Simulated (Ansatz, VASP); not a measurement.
# Tl: VASP beside Ansatz

```
CELL_PARAMETERS angstrom
0.00000 3.63827 3.63827
3.63827 0.00000 3.63827
3.63827 3.63827 0.00000
ATOMIC_POSITIONS crystal
Tl 0.12500 0.12500 0.12500
Tl 0.87500 0.87500 0.87500
```

Alike in both runs: functional revPBE; k mesh 8 × 8 × 8; occupations fermi-dirac, width 0.1 eV; no spin polarisation.

Ansatz relaxed the structure, and its values are those at the end. VASP's run is a single point on that final structure, the one shown.

|  | VASP | Ansatz |
| --- | --- | --- |
| version | VASP 6.6.1 | Ansatz 0.2.0 |
| potentials or method | VASP PAW PBE potentials, release 64 (Tl_d), cutoff 520 eV | plane waves (420 eV) with PAW, scalar-relativistic |
| valence electrons in the cell | 26 | 26 |

|  | VASP | Ansatz | Ansatz less VASP |
| --- | --- | --- | --- |
| pressure (GPa) | 0.0 | 0.0 | +0.04 |

VASP's potentials were made for PBE, not for revPBE.

Neither program's run includes spin-orbit coupling.
